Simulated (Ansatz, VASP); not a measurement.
## CaO: VASP beside Ansatz

```
Ca O
1.0
     0.00000    2.64492    2.54696
     2.64492    0.00000    2.54696
     2.64492    2.64492    0.00000
Ca O
1 1
Direct
  0.00000 0.00000 0.00000
  0.50000 0.50000 0.50000
```

Change from the starting cell: strain +0.080 along x and y, +0.040 along z, atoms carried along.

Alike in both runs: task single point; functional r2SCAN; k mesh 8 × 8 × 8; occupations gaussian, width 0.05 eV; no spin polarisation.

|  | VASP | Ansatz |
| --- | --- | --- |
| version | VASP 6.6.1 | Ansatz 0.2.0 |
| potentials or method | VASP PAW PBE potentials, release 64 (Ca_sv, O), cutoff 520 eV | scalar-relativistic, plane waves, PAW |
| valence electrons in the cell | 16 | 16 |

VASP gave:

* gap on the k mesh at the Fermi level (eV): 3.57
* least direct gap on the mesh (eV): 3.57
* pressure (GPa): -16.7
* traceless stress, the component that is largest in VASP (GPa): 0.53

Question: Estimate Ansatz's values.

Answer: gap on the k mesh at the Fermi level (eV): 3.57; least direct gap on the mesh (eV): 3.57; pressure (GPa): -17.1; traceless stress, the component that is largest in VASP (GPa): 0.40.

VASP's potentials were made for PBE, not for r2SCAN.
